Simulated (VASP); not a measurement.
GaN: single point with PBE

GaN:

```
CELL_PARAMETERS angstrom
4.54848 0.00000 0.00000
0.00000 -4.54848 0.00000
0.00000 0.00000 -4.54848
ATOMIC_POSITIONS crystal
Ga 0.00000 0.00000 0.00000
Ga 0.50000 0.50000 0.00000
Ga 0.50000 0.00000 0.50000
Ga 0.00000 0.50000 0.50000
N 0.73445 0.73445 0.75000
N 0.25000 0.25000 0.75000
N 0.25000 0.75000 0.25000
N 0.75000 0.25000 0.25000
```

This cell differs from its parent crystal: atom 5 (N) moved +0.100 Å towards its neighbour atom 6 (N) at 3.216 Å.

```
Program                : VASP 6.6.1
Task                   : single point
Functional             : PBE
Potentials or basis    : VASP PAW PBE potentials, release 64 (Ga_d, N)
Cutoff                 : 520 eV
k mesh                 : 6 × 6 × 6
Occupations            : gaussian, width 0.05 eV
Spin                   : no spin polarisation
Dipole correction      : no
Further INCAR settings : ALGO = Normal; EDIFF = 1e-07; NBANDS = 46
```

```yaml
Pressure: 0.4 GPa
Largest_force: 1.663 eV/Å
Band_gap_on_the_k_mesh: 1.49 eV
```

Forces in eV/Å, atoms in the order of the input:
```
Ga  -0.265  0.265  0.194
Ga  -0.434  0.434 -0.408
Ga  -0.048  0.066 -0.018
Ga  -0.066  0.048 -0.018
N    1.162 -1.162  0.251
N   -0.180  0.180  0.001
N   -0.179 -0.011 -0.002
N    0.011  0.179 -0.002
```

Stress tensor (GPa, compression positive):
```
 0.30 -0.29  0.88
-0.29  0.30 -0.88
 0.88 -0.88  0.50
```

Levels at points of the mesh, in eV from the valence-band top:
```csv
k point,band 33,band 34,band 35,band 36,band 37,band 38,band 39,band 40
"(0.00, 0.00, 0.00)",-2.58,-0.10,-0.05,0.00,1.49,3.28,3.30,3.30
"(0.50, 0.00, 0.00)",-1.56,-1.51,-1.45,-1.39,4.40,4.42,6.08,6.11
"(0.00, 0.00, 0.50)",-1.49,-1.48,-1.48,-1.46,4.39,4.40,6.08,6.10
"(0.50, 0.50, 0.00)",-1.12,-1.04,-1.02,-0.96,5.83,6.18,6.18,6.43
"(0.00, 0.50, 0.50)",-1.13,-1.04,-1.04,-0.94,5.95,6.08,6.24,6.38
"(0.50, 0.50, 0.50)",-0.98,-0.98,-0.92,-0.83,4.28,4.39,4.40,4.49
```

Run time: 2.3 min on 1 thread of Intel(R) Xeon(R) 6975P-C (Granite Rapids), on a shared host, peak memory 0.33 GiB.

Caveat: the cell differs from its parent crystal (atom 5 (N) moved +0.100 Å towards its neighbour atom 6 (N) at 3.216 Å); forces of over 1 eV/Å act on the atoms, so gaps and moduli don't describe the material at rest.
